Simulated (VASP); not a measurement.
# BaLiF3 (P4/mmm) in VASP: notebook

Runs on BaLiF3. Level: LDA. Tasks: single point.

All numbers are computed with VASP 6.6.1; they aren't measurements. Logs are shortened: lines on timing, memory, paths and dates and some standing lists are left out, and cuts for length are marked.

**1. The cell of the first run**

It takes space group P4/mmm (No. 123, tetragonal). The conventional cell has a = 3.789 Å, b = 3.789 Å, c = 3.989 Å, α = 90.00°, β = 90.00°, γ = 90.00°. Within 3.5 Å of Ba (site symmetry 4/mmm) lie 12 F at 2.68 to 2.75 Å and 8 Li at 3.34 Å. Li (site symmetry 4/mmm) has 6 F at 1.89 to 1.99 Å within 2.5 Å. Within 2.5 Å of F (site symmetry mmm) lie 2 Li at 1.89 Å. F (site symmetry 4/mmm) has 2 Li at 1.99 Å and 4 Ba at 2.68 Å and 8 F at 2.75 Å within 2.8 Å.

**2. Single point, LDA (strain -0.0500 x Voigt [1, 1, 0, 0, 0, 0])**

INCAR

```
PREC = Accurate
ENCUT = 520
EDIFF = 1E-7
ISMEAR = 0
SIGMA = 0.05
LREAL = F
LASPH = T
NELM = 80
ALGO = Normal
ISIF = 2
LWAVE = F
LCHARG = F
GGA = CA
NBANDS = 25
```

KPOINTS

```
regular mesh
0
Gamma
  6 6 6
```

POSCAR

```
BaLiF3
1.0
    3.7891525580      0.0000000000      0.0000000000
    0.0000000000      3.7891525580      0.0000000000
    0.0000000000      0.0000000000      3.9885816400
Ba Li F
1 1 3
Direct
    0.0000000000      0.0000000000      0.0000000000
    0.5000000000      0.5000000000      0.5000000000
    0.0000000000      0.5000000000      0.5000000000
    0.5000000000      0.5000000000      0.0000000000
    0.5000000000      0.0000000000      0.5000000000
```

Potentials or basis: VASP PAW LDA potentials, release 64 (Ba_sv, Li_sv, F).

Command:

```sh
$ cat potpaw_LDA.64/Ba_sv/POTCAR potpaw_LDA.64/Li_sv/POTCAR potpaw_LDA.64/F/POTCAR > POTCAR
$ mpirun -np 1 vasp_std > vasp.out
```

OUTCAR:

```text
PREC = Accurate
   ENCUT = 520
   EDIFF = 1E-7
   ISMEAR = 0
   LREAL = F
   LASPH = T
   NELM = 80
   ISIF = 2
   GGA = CA

 ion  position               nearest neighbor table
   1  0.000  0.000  0.000-   4 2.68   4 2.68   4 2.68   4 2.68   5 2.75   3 2.75   3 2.75   3 2.75
                             5 2.75   5 2.75   5 2.75   3 2.75   2 3.34   2 3.34   2 3.34   2 3.34
   2  0.500  0.500  0.500-   3 1.89   5 1.89   5 1.89   3 1.89   4 1.99   4 1.99   1 3.34   1 3.34
                             1 3.34   1 3.34   1 3.34   1 3.34   1 3.34   1 3.34
   3  0.000  0.500  0.500-   2 1.89   2 1.89   1 2.75   1 2.75   1 2.75   1 2.75
   4  0.500  0.500  0.000-   2 1.99   2 1.99   1 2.68   1 2.68   1 2.68   1 2.68
   5  0.500  0.000  0.500-   2 1.89   2 1.89   1 2.75   1 2.75   1 2.75   1 2.75

  LATTYP: Found a simple tetragonal cell.
 ALAT       =     3.7891525580
 C/A-ratio  =     1.0526315789

  Lattice vectors:

 A1 = (   3.7891525580,   0.0000000000,   0.0000000000)
 A2 = (   0.0000000000,   3.7891525580,   0.0000000000)
 A3 = (   0.0000000000,   0.0000000000,   3.9885816400)

Analysis of symmetry for initial positions (statically):
=====================================================================
 Subroutine PRICEL returns:
 Original cell was already a primitive cell.

 Routine SETGRP: Setting up the symmetry group for a
 simple tetragonal supercell.

 Subroutine GETGRP returns: Found 16 space group operations
 (whereof 16 operations were pure point group operations)
 out of a pool of 16 trial point group operations.

The static configuration has the point symmetry D_4h.

Analysis of symmetry for dynamics (positions and initial velocities):
=====================================================================
 Subroutine PRICEL returns:
 Original cell was already a primitive cell.

 Routine SETGRP: Setting up the symmetry group for a
 simple tetragonal supercell.

 Subroutine GETGRP returns: Found 16 space group operations
 (whereof 16 operations were pure point group operations)
 out of a pool of 16 trial point group operations.

The dynamic configuration has the point symmetry D_4h.

 Subroutine INISYM returns: Found 16 space group operations
 (whereof 16 operations are pure point group operations),
 and found     1 'primitive' translations

----------------------------------------------------------------------------------------

                                     Primitive cell

  volume of cell :      57.2668

  direct lattice vectors                    reciprocal lattice vectors
     3.789152558  0.000000000  0.000000000     0.263911253  0.000000000  0.000000000
     0.000000000  3.789152558  0.000000000     0.000000000  0.263911253  0.000000000
     0.000000000  0.000000000  3.988581640     0.000000000  0.000000000  0.250715691

  length of vectors
     3.789152558  3.789152558  3.988581640     0.263911253  0.263911253  0.250715691

  position of ions in fractional coordinates (direct lattice)
     0.000000000  0.000000000  0.000000000
     0.500000000  0.500000000  0.500000000
     0.000000000  0.500000000  0.500000000
     0.500000000  0.500000000  0.000000000
     0.500000000  0.000000000  0.500000000

  ion indices of the primitive-cell ions
   primitive index   ion index
                 1           1
                 2           2
                 3           3
                 4           4
                 5           5

----------------------------------------------------------------------------------------

 KPOINTS: regular mesh

Automatic generation of k-mesh.
 Grid dimensions read from file:
 generate k-points for:    6    6    6

 Generating k-lattice:

  Cartesian coordinates                     Fractional coordinates (reciprocal lattice)
     0.043985209  0.000000000  0.000000000     0.166666667  0.000000000  0.000000000
     0.000000000  0.043985209  0.000000000     0.000000000  0.166666667  0.000000000
     0.000000000  0.000000000  0.041785948     0.000000000  0.000000000  0.166666667

  Length of vectors
     0.043985209  0.043985209  0.041785948

  Shift w.r.t. Gamma in fractional coordinates (k-lattice)
     0.000000000  0.000000000  0.000000000

 Subroutine IBZKPT returns following result:
 ===========================================

 Found     40 irreducible k-points:

 Following reciprocal coordinates:
            Coordinates               Weight
  0.000000  0.000000  0.000000      1.000000
  0.166667  0.000000  0.000000      4.000000
  0.333333  0.000000  0.000000      4.000000
  0.500000  0.000000  0.000000      2.000000
  0.166667  0.166667  0.000000      4.000000
  0.333333  0.166667  0.000000      8.000000
[... 16 lines left out ...]
  0.333333  0.000000  0.333333      8.000000
  0.500000  0.000000  0.333333      4.000000
 [... further k-points ...]
   k-points           NKPTS =     40   k-points in BZ     NKDIM =     40   number of bands    NBANDS=     25
   number of dos      NEDOS =    301   number of ions     NIONS =      5
   total plane-waves  NPLWV =  23520
   dimension x,y,z NGX =    28 NGY =   28 NGZ =   30
   dimension x,y,z NGXF=    56 NGYF=   56 NGZF=   60
   ions per type =               1   1   3
   NGX,Y,Z   is equivalent  to a cutoff of  12.28, 12.28, 12.50 a.u.
   NGXF,Y,Z  is equivalent  to a cutoff of  24.57, 24.57, 25.01 a.u.
 SYSTEM =  unknown system
   PREC   = accura    normal or accurate (medium, high low for compatibility)
   ISTART =      0    job   : 0-new  1-cont  2-samecut
   ICHARG =      2    charge: 1-file 2-atom 10-const
   ISPIN  =      1    spin polarized calculation?
   LNONCOLLINEAR =      F non collinear calculations
   LSORBIT =      F    spin-orbit coupling
   LASPH  =      T    aspherical Exc in radial PAW
   ENCUT  =  520.0 eV  38.22 Ry    6.18 a.u.   7.05  7.05  7.42*2*pi/ulx,y,z
   NELM   =     80;   NELMIN=  2; NELMDL= -5     # of ELM steps
   EDIFF  = 0.1E-06   stopping-criterion for ELM
   LREAL  =      F    real-space projection
   EDIFFG = 0.1E-05   stopping-criterion for IOM
   NSW    =      0    number of steps for IOM
   IBRION =     -1    ionic relax: 0-MD 1-quasi-New 2-CG
   NFREE  =      0    steps in history (QN), initial steepest desc. (CG)
   ISIF   =      2    stress and relaxation
   ISYM   =      2    0-nonsym 1-usesym 2-fastsym
   POTIM  = 0.5000    time-step for ionic-motion
   TEBEG  =    0.0;   TEEND  =   0.0 temperature during run
   PSTRESS=    0.0 pullay stress
   NELECT =      34.0000    total number of electrons
   NUPDOWN=      -1.0000    fix difference up-down
   EMIN   =  10.00;   EMAX   =-10.00  energy-range for DOS
   EFERMI =   0.00;   METHOD = LEGACY
   ISMEAR =     0;   SIGMA  =   0.05  broadening in eV -4-tet -1-fermi 0-gaus
   EFERMI_NEDOS =   21; number of points for ismear=-14 and -15
   IALGO  =     38    algorithm
   IMIX   =      4    mixing-type and parameters
     AMIX     =   0.40;   BMIX     =  1.00
     AMIX_MAG =   1.60;   BMIX_MAG =  1.00
  volume/ion in A,a.u.               =      11.45        77.29
  Fermi-wavevector in a.u.,A,eV,Ry     =   1.375942  2.600154 25.758787  1.893217
  Thomas-Fermi vector in A             =   2.501232
   LORBIT       =      0    0 simple, 1 ext, 2 COOP (PROOUT), +10 PAW based schemes
   GGA     = CA    functional components
   LHFCALC =     F    Hartree Fock is set to
   AEXX    =    0.0000 exact exchange contribution
   IVDW    =     0    specifies the selected vdW correction
   LEPSILON=     F    determine dielectric tensor
   LRPA    =     F    only Hartree local field effects (RPA)
 non-spin polarized calculation
 Gauss-broadening in eV      SIGMA  =   0.05
  energy-cutoff  :      520.00
  volume of cell :       57.27
 maximum number of plane-waves:      1572
   NGX = 15   NGY = 15   NGZ = 15

 number of electron      33.9999959 magnetization

 Free energy of the ion-electron system (eV)
  ---------------------------------------------------
  ext. energy  EPLUGINS =         0.00000000
  ---------------------------------------------------
  free energy    TOTEN  =       -29.20992963 eV

  energy without entropy =      -29.20992963  energy(sigma->0) =      -29.20992963

 E-fermi :   0.1169     XC(G=0): -11.2565

 val. band max:       -0.1695924582   @ k =   0.1667   0.1667   0.0000
 cond. band min:       6.1035445824   @ k =   0.0000   0.0000   0.0000
 fundamental gap:      6.2731370405
 Fermi energy:         0.1168561557

 k-point     1 :       0.0000    0.0000    0.0000
  band No.  band energies     occupation
      1     -39.6901      2.00000
      2     -23.4840      2.00000
      3     -19.5622      2.00000
      4     -19.3325      2.00000
      5     -19.1048      2.00000
      6      -8.5553      2.00000
[... 17 lines left out ...]
     24      16.7595      0.00000
     25      17.5265      0.00000

 k-point     2 :       0.1667    0.0000    0.0000
  band No.  band energies     occupation
      1     -39.6891      2.00000
      2     -23.4105      2.00000
      3     -19.6415      2.00000
      4     -19.3365      2.00000
      5     -19.1554      2.00000
      6      -8.4708      2.00000
[... 17 lines left out ...]
     24      16.8236      0.00000
     25      16.9774      0.00000

 k-point     3 :       0.3333    0.0000    0.0000
  band No.  band energies     occupation
      1     -39.6872      2.00000
      2     -23.2492      2.00000
      3     -19.8538      2.00000
      4     -19.3433      2.00000
      5     -19.2172      2.00000
      6      -8.3215      2.00000
[... 17 lines left out ...]
     24      15.7675      0.00000
     25      17.5833      0.00000

 k-point     4 :       0.5000    0.0000    0.0000
  band No.  band energies     occupation
      1     -39.6863      2.00000
      2     -23.1596      2.00000
      3     -19.9807      2.00000
      4     -19.3472      2.00000
      5     -19.2344      2.00000
      6      -8.2956      2.00000
[... 17 lines left out ...]
     24      14.8456      0.00000
     25      15.8661      0.00000

 k-point     5 :       0.1667    0.1667    0.0000
  band No.  band energies     occupation
      1     -39.6882      2.00000
      2     -23.3419      2.00000
      3     -19.6918      2.00000
      4     -19.3351      2.00000
      5     -19.2208      2.00000
      6      -8.5209      2.00000
[... 17 lines left out ...]
     24      16.9320      0.00000
     25      17.0348      0.00000

 k-point     6 :       0.3333    0.1667    0.0000
  band No.  band energies     occupation
      1     -39.6864      2.00000
      2     -23.1926      2.00000
      3     -19.8376      2.00000
      4     -19.3653      2.00000
      5     -19.2844      2.00000
      6      -8.5458      2.00000
[... 17 lines left out ...]
     24      15.7404      0.00000
     25      16.6717      0.00000
[... 393 lines left out ...]
 k-point    21 :       0.0000    0.0000    0.3333
  band No.  band energies     occupation
      1     -39.6885      2.00000
      2     -23.3181      2.00000
      3     -19.7690      2.00000
      4     -19.4697      2.00000
      5     -19.0924      2.00000
      6      -8.2512      2.00000
[... 17 lines left out ...]
     24      15.3401      0.00000
     25      16.9225      0.00000

 k-point    22 :       0.1667    0.0000    0.3333
  band No.  band energies     occupation
      1     -39.6876      2.00000
      2     -23.2547      2.00000
      3     -19.7483      2.00000
      4     -19.5306      2.00000
      5     -19.1478      2.00000
      6      -8.4396      2.00000
[... 17 lines left out ...]
     24      15.3322      0.00000
     25      16.4119      0.00000

 k-point    23 :       0.3333    0.0000    0.3333
  band No.  band energies     occupation
      1     -39.6858      2.00000
      2     -23.1179      2.00000
      3     -19.7831      2.00000
      4     -19.5718      2.00000
      5     -19.2727      2.00000
      6      -8.6070      2.00000
[... 17 lines left out ...]
     24      14.8595      0.00000
     25      15.6915      0.00000

 k-point    24 :       0.5000    0.0000    0.3333
  band No.  band energies     occupation
      1     -39.6849      2.00000
      2     -23.0435      2.00000
      3     -19.8572      2.00000
      4     -19.5062      2.00000
      5     -19.3703      2.00000
      6      -8.6357      2.00000
[... 17 lines left out ...]
     24      14.3906      0.00000
     25      15.8142      0.00000

 [... further k-points ...]

------------------------ aborting loop because EDIFF is reached ----------------------------------------

  FORCE on cell =-STRESS in cart. coord.  units (eV):
  Direction    XX          YY          ZZ          XY          YZ          ZX
  --------------------------------------------------------------------------------------
  -------------------------------------------------------------------------------------
  Total        2.2639368      2.2639368      0.0907109      0.0000000      0.0000000      0.0000000
  in kB       63.3391479     63.3391479      2.5378590      0.0000000      0.0000000      0.0000000
  external PRESSURE =      43.0720516 kB  Pullay stress =       0.0000000 kB

 VOLUME and BASIS-vectors are now :
 -----------------------------------------------------------------------------
  energy-cutoff  :      520.00
  volume of cell :       57.27
      direct lattice vectors                 reciprocal lattice vectors
     3.789152558  0.000000000  0.000000000     0.263911253  0.000000000  0.000000000
     0.000000000  3.789152558  0.000000000     0.000000000  0.263911253  0.000000000
     0.000000000  0.000000000  3.988581640     0.000000000  0.000000000  0.250715691

 POSITION                                       TOTAL-FORCE (eV/Angst)
 -----------------------------------------------------------------------------------
      0.00000      0.00000      0.00000         0.000000      0.000000      0.000000
      1.89458      1.89458      1.99429         0.000000      0.000000      0.000000
      0.00000      1.89458      1.99429         0.000000      0.000000      0.000000
      1.89458      1.89458      0.00000         0.000000      0.000000      0.000000
      1.89458      0.00000      1.99429         0.000000      0.000000      0.000000
 -----------------------------------------------------------------------------------
    total drift:                                0.000000      0.000000      0.000000

  FREE ENERGIE OF THE ION-ELECTRON SYSTEM (eV)
  ---------------------------------------------------
  free  energy   TOTEN  =       -29.2099296297 eV

  energy  without entropy=      -29.2099296297  energy(sigma->0) =      -29.20992963
```

It took 38 s on 1 thread of Intel Xeon Platinum 8259CL at 2.50GHz (Skylake/Cascade Lake), shared host; peak memory 0.18 GiB.

Results:

```yaml
Free_energy: -29.2099 eV
Band_gap_on_the_k_mesh: 6.27 eV (least direct gap 6.28 eV)
```

Caveat: the cell differs from its parent crystal (strain -0.0500 x Voigt [1, 1, 0, 0, 0, 0]); the cutoff is under 1.25 times the usual one of these potentials, so pressure, stress and relaxed cells hold a basis-set (Pulay) error; spin-orbit coupling is left out, which moves the levels of the heavy elements. A k mesh can miss the band edges.

(Part 1 of 2 ends here.)
